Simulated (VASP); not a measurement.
Wanted: the native input for a VASP 6.6.1 run.

```
Task                   : single point
Functional             : PBE
Potentials or basis    : VASP PAW PBE potentials, release 64 (Na_pv)
Cutoff                 : 520 eV
k mesh                 : 16 × 16 × 16
Occupations            : gaussian, width 0.15 eV
Spin                   : no spin polarisation
Dipole correction      : no
Further INCAR settings : ALGO = Normal; EDIFF = 1e-06; NBANDS = 10
```

The structure of Na lies in POSCAR:

```
Na
1.0
   -2.2233750000      2.2233750000      2.0645625000
    2.2233750000     -2.2233750000      2.0645625000
    2.2233750000      2.2233750000     -2.0645625000
Na
1
Direct
    0.0000000000      0.0000000000      0.0000000000
```

This cell differs from its parent crystal: strain +0.050 along x and y, -0.025 along z.

These files were run (other wordings do the same):

INCAR

```
ALGO = Normal
EDIFF = 1E-6
ENCUT = 520
GGA = PE
ISIF = 2
ISMEAR = 0
LASPH = T
LCHARG = T
LELF = T
LREAL = F
LVHAR = T
LWAVE = F
NBANDS = 10
NELM = 100
PREC = Accurate
SIGMA = 0.15
```

KPOINTS

```
k-points
0
Gamma
  16 16 16
```

Potentials or basis: VASP PAW PBE potentials, release 64 (Na_pv).

Command:

```console
$ cat potpaw_PBE.64/Na_pv/POTCAR > POTCAR
$ mpirun -np 1 vasp_std > vasp.out
```

Results of the run:

The pressure is -0.7 GPa.

Caveat: the cell differs from its parent crystal (strain +0.050 along x and y, -0.025 along z).

Wall time 64 s on 1 thread of Intel(R) Xeon(R) Platinum 8259CL CPU @ 2.50GHz (Skylake/Cascade Lake), on a shared host, peak memory 0.24 GiB.
